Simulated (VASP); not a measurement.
KF: single point with PBEsol

Crystal: KF.

```
CELL_PARAMETERS angstrom
3.42169 -0.68434 -0.68434
-0.68434 3.42169 -0.68434
-0.68434 -0.68434 3.42169
ATOMIC_POSITIONS crystal
K 0.00000 0.00000 0.00000
F 0.50000 0.50000 0.50000
```

This cell differs from its parent crystal: ratio of the length along [111] to the lengths across it x 0.5, volume and fractional coordinates fixed.

| Item | Value |
| --- | --- |
| Program | VASP 6.6.1 |
| Task | single point |
| Functional | PBEsol |
| Potentials or basis | VASP PAW PBE potentials, release 64 (K_sv, F) |
| Cutoff | 520 eV |
| k mesh | 8 × 8 × 8 |
| Occupations | gaussian, width 0.05 eV |
| Spin | no spin polarisation |
| Dipole correction | no |
| Further INCAR settings | ALGO = Normal; EDIFF = 1e-06; NBANDS = 15 |

```json
{"Pressure": "71.9 GPa", "Band gap on the k mesh": "zero (filled and empty bands touch)"}
```

Stress tensor (GPa, compression positive):
```
71.86 72.59 72.59
72.59 71.86 72.59
72.59 72.59 71.86
```

Levels at points of the mesh, in eV from the Fermi level:
```tsv
k point	band 5	band 6	band 7	band 8	band 9	band 10	band 11	band 12
(0.00, 0.00, 0.00)	-13.32	-5.45	-5.45	-0.24	-0.07	6.15	6.15	7.54
(0.50, 0.00, 0.00)	-10.35	-6.79	-6.30	-6.16	4.00	5.13	5.71	9.11
(0.50, 0.00, 0.50)	-13.50	-5.55	-5.47	-0.08	2.63	5.71	6.74	8.43
(0.50, 0.50, 0.50)	-10.39	-6.87	-6.87	-6.23	5.49	5.49	8.15	8.15
```

It took 56 s on 1 thread of Intel Xeon 8259CL, with other jobs on the host, peak memory 0.18 GiB.

Caveat: the cell stands under pressure; the PAW data sets were made with another functional, which shifts forces and pressure a little.
